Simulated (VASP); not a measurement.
# SbP (rocksalt type) (Fm-3m) in VASP: a series of runs, part 2 of 3

VASP 6.6.1.

## Step 3: Electric field gradients, PBE (volume scaled by 0.96)

INCAR

```
  PREC = Accurate
  ENCUT = 520
  EDIFF = 1E-8
  ISMEAR = -1
  SIGMA = 0.05
  LREAL = F
  LASPH = T
  NELM = 80
  ALGO = Normal
  ISIF = 2
  LWAVE = F
  LCHARG = F
  GGA = PE
  LEFG = T
  NBANDS = 12
```

KPOINTS

```
regular mesh
0
Gamma
  11 11 11
```

POSCAR

```
SbP
1.0
    0.0000000000      2.7796499995      2.7796499995
    2.7796499995      0.0000000000      2.7796499995
    2.7796499995      2.7796499995      0.0000000000
Sb P
1 1
Direct
    0.0000000000      0.0000000000      0.0000000000
    0.5000000000      0.5000000000      0.5000000000
```

Potentials or basis: VASP PAW PBE potentials, release 64 (Sb, P).

The run is started by

```console
> cat potpaw_PBE.64/Sb/POTCAR potpaw_PBE.64/P/POTCAR > POTCAR
> mpirun -np 1 vasp_std > vasp.out
```

OUTCAR:

```text
PREC = Accurate
   ENCUT = 520
   EDIFF = 1E-8
   ISMEAR = -1
   LREAL = F
   LASPH = T
   NELM = 80
   ISIF = 2
   GGA = PE

 ion  position               nearest neighbor table
   1  0.000  0.000  0.000-   2 2.78   2 2.78   2 2.78   2 2.78   2 2.78   2 2.78
   2  0.500  0.500  0.500-   1 2.78   1 2.78   1 2.78   1 2.78   1 2.78   1 2.78

  LATTYP: Found a face centered cubic cell.
 ALAT       =     5.5592999990

  Lattice vectors:

 A1 = (   0.0000000000,   2.7796499995,   2.7796499995)
 A2 = (   2.7796499995,   0.0000000000,   2.7796499995)
 A3 = (   2.7796499995,   2.7796499995,   0.0000000000)

Analysis of symmetry for initial positions (statically):
=====================================================================
 Subroutine PRICEL returns:
 Original cell was already a primitive cell.

 Routine SETGRP: Setting up the symmetry group for a
 face centered cubic supercell.

 Subroutine GETGRP returns: Found 48 space group operations
 (whereof 48 operations were pure point group operations)
 out of a pool of 48 trial point group operations.

The static configuration has the point symmetry O_h .

Analysis of symmetry for dynamics (positions and initial velocities):
=====================================================================
 Subroutine PRICEL returns:
 Original cell was already a primitive cell.

 Routine SETGRP: Setting up the symmetry group for a
 face centered cubic supercell.

 Subroutine GETGRP returns: Found 48 space group operations
 (whereof 48 operations were pure point group operations)
 out of a pool of 48 trial point group operations.

The dynamic configuration has the point symmetry O_h .

 Subroutine INISYM returns: Found 48 space group operations
 (whereof 48 operations are pure point group operations),
 and found     1 'primitive' translations

----------------------------------------------------------------------------------------

                                     Primitive cell

  volume of cell :      42.9537

  direct lattice vectors                    reciprocal lattice vectors
     0.000000000  2.779650000  2.779650000    -0.179878762  0.179878762  0.179878762
     2.779650000  0.000000000  2.779650000     0.179878762 -0.179878762  0.179878762
     2.779650000  2.779650000  0.000000000     0.179878762  0.179878762 -0.179878762

  length of vectors
     3.931018728  3.931018728  3.931018728     0.311559155  0.311559155  0.311559155

  position of ions in fractional coordinates (direct lattice)
     0.000000000  0.000000000  0.000000000
     0.500000000  0.500000000  0.500000000

  ion indices of the primitive-cell ions
   primitive index   ion index
                 1           1
                 2           2

----------------------------------------------------------------------------------------

 KPOINTS: regular mesh

Automatic generation of k-mesh.
 Grid dimensions read from file:
 generate k-points for:   11   11   11

[... 80 lines left out ...]
   IALGO  =     38    algorithm
   IMIX   =      4    mixing-type and parameters
     AMIX     =   0.40;   BMIX     =  1.00
     AMIX_MAG =   1.60;   BMIX_MAG =  1.00
  volume/ion in A,a.u.               =      21.48       144.93
  Fermi-wavevector in a.u.,A,eV,Ry     =   1.007105  1.903152 13.799849  1.014260
  Thomas-Fermi vector in A             =   2.139889
   LORBIT       =      0    0 simple, 1 ext, 2 COOP (PROOUT), +10 PAW based schemes
   GGA     = PE    functional components
   LHFCALC =     F    Hartree Fock is set to
   AEXX    =    0.0000 exact exchange contribution
   IVDW    =     0    specifies the selected vdW correction
   LEPSILON=     F    determine dielectric tensor
   LRPA    =     F    only Hartree local field effects (RPA)
 non-spin polarized calculation
  energy-cutoff  :      520.00
  volume of cell :       42.95
 maximum number of plane-waves:      1179
 NGX is ok and might be reduce to    30
   NGX = 15   NGY = 15   NGZ = 15

 number of electron      10.0000001 magnetization

 Free energy of the ion-electron system (eV)
  ---------------------------------------------------
  ext. energy  EPLUGINS =         0.00000000
  ---------------------------------------------------
  free energy    TOTEN  =        -9.25480402 eV

  energy without entropy =       -9.25079655  energy(sigma->0) =       -9.25280029

 E-fermi :   8.5179     XC(G=0): -10.3763

 val. band max:        8.4375911725   @ k =  -0.1818   0.0909   0.0000
 cond. band min:       8.5245316674   @ k =   0.4545   0.0000   0.0000
 fundamental gap:      0.0869404949
 Fermi energy:         8.5179443054

 k-point     1 :       0.0000    0.0000    0.0000
  band No.  band energies     occupation
      1      -5.7182      2.00000
      2       4.7553      2.00000
      3       6.3955      2.00000
      4       6.3955      2.00000
      5       6.3955      2.00000
      6      12.6220      0.00000
      7      12.6220      0.00000
      8      12.6220      0.00000
      9      13.3931      0.00000
     10      13.3931      0.00000
     11      13.3931      0.00000
     12      15.6203      0.00000
[... 331 lines left out ...]
 k-point    24 :      -0.1818    0.1818    0.0000
  band No.  band energies     occupation
      1      -4.5431      2.00000
      2       1.0648      2.00000
      3       4.5755      2.00000
      4       7.3472      2.00000
      5       8.7094      0.04250
      6       8.8702      0.00174
      7       9.2910      0.00000
      8      12.6276      0.00000
      9      14.4761      0.00000
     10      14.5642      0.00000
     11      17.3124      0.00000
     12      17.5380      0.00000

 [... further k-points ...]

------------------------ aborting loop because EDIFF is reached ----------------------------------------

  FORCE on cell =-STRESS in cart. coord.  units (eV):
  Direction    XX          YY          ZZ          XY          YZ          ZX
  --------------------------------------------------------------------------------------
  -------------------------------------------------------------------------------------
  Total        0.8861155      0.8861155      0.8861155      0.0000000      0.0000000      0.0000000
  in kB       33.0522139     33.0522139     33.0522139      0.0000000      0.0000000      0.0000000
  external PRESSURE =      33.0522139 kB  Pullay stress =       0.0000000 kB

 VOLUME and BASIS-vectors are now :
 -----------------------------------------------------------------------------
  energy-cutoff  :      520.00
  volume of cell :       42.95
      direct lattice vectors                 reciprocal lattice vectors
     0.000000000  2.779650000  2.779650000    -0.179878762  0.179878762  0.179878762
     2.779650000  0.000000000  2.779650000     0.179878762 -0.179878762  0.179878762
     2.779650000  2.779650000  0.000000000     0.179878762  0.179878762 -0.179878762

 POSITION                                       TOTAL-FORCE (eV/Angst)
 -----------------------------------------------------------------------------------
      0.00000      0.00000      0.00000        -0.000000      0.000000      0.000000
      2.77965      2.77965      2.77965         0.000000     -0.000000     -0.000000
 -----------------------------------------------------------------------------------
    total drift:                               -0.000000     -0.000000      0.000000

  FREE ENERGIE OF THE ION-ELECTRON SYSTEM (eV)
  ---------------------------------------------------
  free  energy   TOTEN  =        -9.2548040217 eV

  energy  without entropy=       -9.2507965535  energy(sigma->0) =       -9.25280029

 Electric field gradients (V/A^2)
---------------------------------------------------------------------
 ion       V_xx      V_yy      V_zz      V_xy      V_xz      V_yz
---------------------------------------------------------------------
   1      -0.000    -0.000     0.000     0.000     0.000     0.000
   2      -0.000    -0.000    -0.000    -0.000    -0.000    -0.000
---------------------------------------------------------------------

 Electric field gradients after diagonalization (V/A^2)
 (convention: |V_zz| > |V_xx| > |V_yy|)
----------------------------------------------------------------------
 ion       V_xx      V_yy      V_zz     asymmetry (V_yy - V_xx)/ V_zz
----------------------------------------------------------------------
   1      -0.000    -0.000     0.000       0.000
   2       0.000     0.000    -0.001       0.000
----------------------------------------------------------------------

           NMR quadrupolar parameters

 Cq : quadrupolar parameter    Cq=e*Q*V_zz/h
 eta: asymmetry parameters     (V_yy - V_xx)/ V_zz
 Q  : nuclear electric quadrupole moment in mb (millibarn)
----------------------------------------------------------------------
 ion       Cq(MHz)       eta       Q (mb)
----------------------------------------------------------------------
   1       0.000       0.000       1.000
   2      -0.000       0.000       1.000
----------------------------------------------------------------------
```

OSZICAR:

```text
N       E                     dE             d eps       ncg     rms          rms(c)
DAV:   1     0.256313873976E+02    0.25631E+02   -0.38512E+03  1344   0.663E+02
DAV:   2    -0.792264579272E+01   -0.33554E+02   -0.32186E+02  1828   0.110E+02
DAV:   3    -0.941403649106E+01   -0.14914E+01   -0.14728E+01  1640   0.230E+01
DAV:   4    -0.942549995217E+01   -0.11463E-01   -0.11461E-01  1572   0.248E+00
DAV:   5    -0.942560935952E+01   -0.10941E-03   -0.10941E-03  1672   0.250E-01    0.438E+00
DAV:   6    -0.925355436756E+01    0.17205E+00   -0.64140E-01  1484   0.282E+00    0.266E+00
DAV:   7    -0.925442244758E+01   -0.86808E-03   -0.76767E-02  1632   0.127E+00    0.119E+00
DAV:   8    -0.925479604668E+01   -0.37360E-03   -0.70783E-03  1520   0.395E-01    0.178E-01
DAV:   9    -0.925477304014E+01    0.23007E-04   -0.12206E-03  1528   0.165E-01    0.695E-02
DAV:  10    -0.925479626072E+01   -0.23221E-04   -0.75785E-05  1696   0.567E-02    0.229E-02
DAV:  11    -0.925480385819E+01   -0.75975E-05   -0.18995E-05  1556   0.237E-02    0.553E-03
DAV:  12    -0.925480392733E+01   -0.69146E-07   -0.95136E-07  1656   0.618E-03    0.341E-03
DAV:  13    -0.925480386496E+01    0.62368E-07   -0.50443E-08  1620   0.130E-03    0.137E-03
DAV:  14    -0.925480400075E+01   -0.13579E-06   -0.14962E-08  1048   0.523E-04    0.240E-04
DAV:  15    -0.925480401656E+01   -0.15813E-07   -0.21403E-09   840   0.266E-04    0.124E-04
DAV:  16    -0.925480402169E+01   -0.51314E-08   -0.15877E-10   796   0.937E-05
   1 F= -.92548040E+01 E0= -.92528003E+01  d E =-.400747E-02
```

Wall time 35 s (1 thread of Intel Xeon Platinum 8488C (Sapphire Rapids), shared host); peak memory 0.18 GiB.

What came out:

| Item | Value |
| --- | --- |
| Free energy | -9.2548 eV |
| Pressure | 3.3 GPa |
| Band gap on the k mesh | zero (band 5 reaches 8.71 eV, above the bottom of band 6 at 8.23 eV) |

Caveat: without QUAD_EFG the Cq values of the log hold for a quadrupole moment of 1 mb, not for the nuclei; spin-orbit coupling is left out, which moves the levels of the heavy elements.

## Step 4: Electric field gradients, PBE (volume scaled by 0.96)

INCAR

```
SYSTEM = SbP
  PREC = Accurate
  ENCUT = 520
  EDIFF = 1E-8
  ISMEAR = -1
  SIGMA = 0.05
  LREAL = .FALSE.
  LASPH = .TRUE.
  NELM = 100
  ALGO = Normal
  ISIF = 2
  LWAVE = .FALSE.
  LCHARG = .FALSE.
  GGA = PE
  LEFG = .TRUE.
  NBANDS = 12
```

KPOINTS

```
Automatic mesh
0
G
  11 11 11
  0 0 0
```

POSCAR is that of step 3.

Potentials or basis: VASP PAW PBE potentials, release 64 (Sb, P).

The run is started by

```console
> cat potpaw_PBE.64/Sb/POTCAR potpaw_PBE.64/P/POTCAR > POTCAR
> mpirun -np 1 vasp_std > vasp.out
```

OUTCAR:

```text
SYSTEM = SbP
   PREC = Accurate
   ENCUT = 520
   EDIFF = 1E-8
   ISMEAR = -1
   LREAL = .FALSE.
   LASPH = .TRUE.
   NELM = 100
   ISIF = 2
   GGA = PE

 ion  position               nearest neighbor table
   1  0.000  0.000  0.000-   2 2.78   2 2.78   2 2.78   2 2.78   2 2.78   2 2.78
   2  0.500  0.500  0.500-   1 2.78   1 2.78   1 2.78   1 2.78   1 2.78   1 2.78

  LATTYP: Found a face centered cubic cell.
 ALAT       =     5.5592999990

  Lattice vectors:

 A1 = (   0.0000000000,   2.7796499995,   2.7796499995)
[... 573 lines left out ...]
  ---------------------------------------------------
  free  energy   TOTEN  =        -9.2548040217 eV

  energy  without entropy=       -9.2507965535  energy(sigma->0) =       -9.25280029

 Electric field gradients (V/A^2)
---------------------------------------------------------------------
 ion       V_xx      V_yy      V_zz      V_xy      V_xz      V_yz
---------------------------------------------------------------------
   1      -0.000    -0.000     0.000     0.000     0.000     0.000
   2      -0.000    -0.000    -0.000    -0.000    -0.000    -0.000
---------------------------------------------------------------------

 Electric field gradients after diagonalization (V/A^2)
 (convention: |V_zz| > |V_xx| > |V_yy|)
----------------------------------------------------------------------
 ion       V_xx      V_yy      V_zz     asymmetry (V_yy - V_xx)/ V_zz
----------------------------------------------------------------------
   1      -0.000    -0.000     0.000       0.000
   2       0.000     0.000    -0.001       0.000
----------------------------------------------------------------------

           NMR quadrupolar parameters

 Cq : quadrupolar parameter    Cq=e*Q*V_zz/h
 eta: asymmetry parameters     (V_yy - V_xx)/ V_zz
 Q  : nuclear electric quadrupole moment in mb (millibarn)
----------------------------------------------------------------------
 ion       Cq(MHz)       eta       Q (mb)
----------------------------------------------------------------------
   1       0.000       0.000       1.000
   2      -0.000       0.000       1.000
----------------------------------------------------------------------
```

stdout:

```text
POSCAR found type information on POSCAR SbP
 POSCAR found :  2 types and       2 ions
 scaLAPACK will be used
 LDA part: xc-table for (Slater+PW92), standard interpolation
 POSCAR, INCAR and KPOINTS ok, starting setup
 FFT: planning ... GRIDC
 FFT: planning ... GRID_SOFT
 FFT: planning ... GRID
 WAVECAR not read
 entering main loop
ion   1

ion   2
```

Wall time 31 s (1 thread of Intel Xeon Platinum 8488C (Sapphire Rapids), shared host); peak memory 0.18 GiB.

Results:

```yaml
Free_energy: -9.2548 eV
Pressure: 3.3 GPa
Band_gap_on_the_k_mesh: zero (band 5 reaches 8.71 eV, above the bottom of band 6 at 8.23 eV)
```

Caveat: without QUAD_EFG the Cq values of the log hold for a quadrupole moment of 1 mb, not for the nuclei; spin-orbit coupling is left out, which moves the levels of the heavy elements.

(Part 2 of 3 ends here.)
